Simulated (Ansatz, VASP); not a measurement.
## As in VASP and in Ansatz

Contents of INCAR:

```
SYSTEM = As
PREC = Accurate
ENCUT = 400
EDIFF = 1E-6
ISMEAR = 0
SIGMA = 0.03
LREAL = .FALSE.
LASPH = .TRUE.
NELM = 120
ALGO = Normal
ISIF = 2
LWAVE = .FALSE.
LCHARG = .FALSE.
LDIPOL = .TRUE.
IDIPOL = 3
DIPOL = 0.5 0.5 0.500
GGA = PE
NBANDS = 12
GGA_COMPAT = .FALSE.
NELMDL = -8
```

Contents of KPOINTS:

```
regular mesh
0
G
  12 12 1
  0 0 0
```

File POSCAR:

```
As
1.0
    3.5708954811      0.0000000000      0.0000000000
   -1.7854477405      3.0924862009      0.0000000000
    0.0000000000      0.0000000000     17.3982477057
As
2
Direct
    0.3333333333      0.6666666667      0.4598164215
    0.6666666667      0.3333333333      0.5401835785
```

Input for Ansatz:

```yaml
crystal:
  lattice:
    - [3.5708954811, 0.0, 0.0]
    - [-1.7854477405, 3.0924862009, 0.0]
    - [0.0, 0.0, 17.3982477057]
  atoms:
    - { symbol: As, position: [0.3333333333, 0.6666666667, 0.4598164215] }
    - { symbol: As, position: [0.6666666667, 0.3333333333, 0.5401835785] }
basis:
  ecutwfc: 420
kpoints:
  mp_grid: { grid: [12, 12, 1] }
hamiltonian:
  xc: pbe
  pseudopotentials: { kind: paw, azcp: { folder: soft_1 } }
scf:
  occupations: { method: gaussian, width: 0.03 }
  n_extra_bands: 6
  max_iter: 160
output:
  forces: true
  eigenvalues: true
efield:
  axis: 3
  dipole_correction: true
```

Alike in both runs: task single point; functional PBE; k mesh 12 × 12 × 1; occupations gaussian, width 0.03 eV; no spin polarisation.

```csv
,VASP,Ansatz
version,VASP 6.6.1,Ansatz 0.2.0
potentials or method,"VASP PAW PBE potentials, release 64 (As), cutoff 400 eV","scalar-relativistic, plane waves, PAW"
valence electrons in the cell,10,30
```

VASP gave:

| Property | Result |
| --- | --- |
| gap on the k mesh at the Fermi level (eV) | 1.55 |
| least direct gap on the mesh (eV) | 2.04 |
| rms of the force components (eV/Å) | 0.068 |

**Question.** Estimate Ansatz's values.

**Answer.** gap on the k mesh at the Fermi level (eV): 1.54; least direct gap on the mesh (eV): 2.05; rms of the force components (eV/Å): 0.017.

Atom by atom the forces differ by 0.051 eV/Å (rms over components). VASP's potentials hold 10 valence electrons a cell and Ansatz's 30, so a difference there can come from the potentials and not from the codes.
